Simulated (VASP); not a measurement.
Wanted: the native input for a VASP 6.6.1 run.

| Quantity | Value |
| --- | --- |
| Task | relaxation of cell and atoms |
| Functional | PBE |
| Potentials or basis | VASP PAW PBE potentials, release 64 (Ba_sv, Cd, Se) |
| Cutoff | 600 eV |
| k mesh | 2 × 2 × 2 |
| Occupations | gaussian, width 0.15 eV |
| Spin | no spin polarisation |
| Dipole correction | no |
| Further INCAR settings | ALGO = Normal; EDIFF = 1e-07; IBRION = 2; EDIFFG = -0.08; NSW = 36; ISIF = 3 |

The structure of BaCd3Se4 lies in POSCAR:

```
BaCd3Se4
1.0
    7.2902850200      0.0000000000      0.0000000000
   -3.6451425100      6.3135720200      0.0000000000
    0.0000000000      0.0000000000      5.6282994400
Ba Cd Se
1 3 4
Direct
    0.0000000000      0.0000000000      0.0000000000
    0.5000000000      0.0000000000      0.5000000000
    0.0000000000      0.5000000000      0.5000000000
    0.5000000000      0.5000000000      0.5000000000
    0.5000000000      0.0000000000      0.0000000000
    0.0000000000      0.5000000000      0.0000000000
    0.5000000000      0.5000000000      0.0000000000
    0.0000000000      0.0000000000      0.5000000000
```

The cell was generated, and may not be a known phase.

The input as run:

INCAR

```
SYSTEM = BaCd3Se4
PREC = Accurate ; ENCUT = 600
EDIFF = 1E-7 ; ISMEAR = 0
SIGMA = 0.15 ; LREAL = .False.
LASPH = .True. ; NELM = 80
ALGO = Normal ; ISIF = 3
LWAVE = .False. ; LCHARG = .False.
GGA = PE ; IBRION = 2
NSW = 36 ; EDIFFG = -0.08
```

KPOINTS

```
Automatic mesh
0
Gamma
  2 2 2
  0 0 0
```

Potentials or basis: VASP PAW PBE potentials, release 64 (Ba_sv, Cd, Se).

The run is started by

```bash
$ cat potpaw_PBE.64/Ba_sv/POTCAR potpaw_PBE.64/Cd/POTCAR potpaw_PBE.64/Se/POTCAR > POTCAR
$ mpirun -np 1 vasp_std > vasp.out
```

Results of the run:

```
Relaxed volume                        : 27.55 Å³/atom
Relaxed cell                          : a = 6.476 Å, b = 6.476 Å, c = 6.068 Å, α = 90.00°, β = 90.00°, γ = 120.00°
Space group after relaxing (to 0.1 Å) : P6/mmm (No. 191)
Energy gained by relaxing             : 126.4 meV/atom
Ionic steps                           : 6
Pressure after relaxing               : -0.3 GPa
Band gap on the k mesh                : zero (bands 35 and 36 overlap by 0.29 eV)
```

Caveat: the k points lie up to 0.56 Å⁻¹ apart in the final cell; semilocal functionals underestimate gaps, and a narrow one can read as zero; spin-orbit coupling is left out, which moves the levels of the heavy elements.

Wall time 10 min on 1 thread of Intel(R) Xeon(R) Platinum 8375C CPU @ 2.90GHz (Ice Lake) (shared host), peak memory 0.48 GiB.
